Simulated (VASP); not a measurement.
Write the native input for VASP 6.6.1 that does the following.

```yaml
Task: single point
Functional: PBE
Dispersion: D3(BJ)
Potentials_or_basis: VASP PAW PBE potentials, release 64 (Sb_d_GW)
Cutoff: 400 eV
k_mesh: 9 × 9 × 1
Occupations: gaussian, width 0.05 eV
Spin: no spin polarisation
Dipole_correction: yes
Further_INCAR_settings: ALGO = Normal; EDIFF = 1e-06; NBANDS = 38; NELMDL = -8
```

The structure of Sb lies in POSCAR:

```
Sb
1.0
    4.0686848921      0.0000000000      0.0000000000
   -2.0343424461      3.5235844766      0.0000000000
    0.0000000000      0.0000000000     20.8000277116
Sb
4
Direct
    0.3333333333      0.6666666667      0.2956733491
    0.6666666667      0.3333333333      0.2163458656
    0.4444444444      1.2222222222      0.5600967399
    0.7777777778      0.8888888889      0.4807692564
```

This cell differs from its parent crystal: layers slid over each other.

The input as run:

INCAR

```
ALGO     = Normal         # electronic algorithm
DIPOL    = 0.5 0.5 0.388
EDIFF    = 1E-6           # SCF threshold, eV
ENCUT    = 400            # plane-wave cutoff, eV
GGA      = PE             # functional
GGA_COMPAT= False        
IDIPOL   = 3            
ISIF     = 2              # what is computed and relaxed
ISMEAR   = 0              # smearing method
IVDW     = 12             # dispersion correction
LASPH    = True           # aspherical terms in the spheres
LCHARG   = False          # write CHGCAR
LDIPOL   = True         
LREAL    = False          # projectors in reciprocal space
LWAVE    = False          # write WAVECAR
NBANDS   = 38             # bands
NELM     = 120            # most SCF steps
NELMDL   = -8           
PREC     = Accurate       # precision mode
SIGMA    = 0.05           # smearing width, eV
```

KPOINTS

```
k-points
0
Gamma
  9 9 1
```

Potentials or basis: VASP PAW PBE potentials, release 64 (Sb_d_GW).

Run with:

```bash
$ cat potpaw_PBE.64/Sb_d_GW/POTCAR > POTCAR
$ mpirun -np 1 vasp_std > vasp.out
```

It gave:

```json
{
 "Largest force": "0.079 eV/Å",
 "Band gap on the k mesh": "0.88 eV (least direct gap 1.52 eV)",
 "Dispersion energy per atom": "-0.291 eV"
}
```

Caveat: the cell differs from its parent crystal (layers slid over each other); spin-orbit coupling is left out, which moves the levels of the heavy elements.

Wall time 4.1 min on 1 thread of AMD EPYC 9R45 96-Core Processor (Zen 5), with other jobs on the host, peak memory 0.39 GiB.
